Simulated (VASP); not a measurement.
Set up this calculation in VASP 6.6.1, as the native input.

* Task: relaxation of cell and atoms
* Functional: LDA
* Potentials or basis: VASP PAW LDA potentials, release 64 (Zr_sv, B)
* Cutoff: 500 eV
* k mesh: 12 × 12 × 12
* Occupations: methfessel-paxton, width 0.1 eV
* Spin: no spin polarisation
* Target pressure: 10 GPa
* Dipole correction: no
* Further INCAR settings: ALGO = Normal; EDIFF = 1e-07; IBRION = 2; EDIFFG = -0.05; NSW = 50; ISIF = 3

The structure of ZrB lies in POSCAR:

```
ZrB
1.0
    3.4737620000      0.0000000000      0.0000000000
    1.7368810000      3.0083661387      0.0000000000
    1.7368810000      1.0027887129      2.8363147960
Zr B
1 1
Direct
    0.5000000000      0.5000000000      0.5000000000
    0.0000000000      0.0000000000      0.0000000000
```

One way to write it, as run:

INCAR

```
  PREC = Accurate
  ENCUT = 500
  EDIFF = 1E-7
  ISMEAR = 1
  SIGMA = 0.1
  LREAL = False
  LASPH = True
  NELM = 120
  ALGO = Normal
  ISIF = 3
  LWAVE = False
  LCHARG = False
  IBRION = 2
  NSW = 50
  EDIFFG = -0.05
  PSTRESS = 100.0
  GGA_COMPAT = False
  NELMIN = 4
```

KPOINTS

```
regular mesh
0
Gamma
  12 12 12
```

Potentials or basis: VASP PAW LDA potentials, release 64 (Zr_sv, B).

Launch:

```sh
$ cat potpaw_LDA.64/Zr_sv/POTCAR potpaw_LDA.64/B/POTCAR > POTCAR
$ mpirun -np 1 vasp_std > vasp.out
```

Results of the run:

```yaml
Relaxed_volume: 13.43 Å³/atom
Relaxed_cell: a = 3.361 Å, b = 3.361 Å, c = 3.361 Å, α = 60.00°, β = 60.00°, γ = 60.00°
Space_group_after_relaxing_to_0.05_Å: Fm-3m (No. 225)
Energy_change_on_relaxing_the_enthalpy_is_what_falls: +3.0 meV/atom
Ionic_steps: 4
Pressure_after_relaxing: 9.9 GPa
```

Caveat: the cell is relaxed towards a set pressure, so the enthalpy falls and the energy may rise.

Run time: 36 s on 1 thread of Intel(R) Xeon(R) 6975P-C (Granite Rapids), on a shared host, peak memory 0.16 GiB.
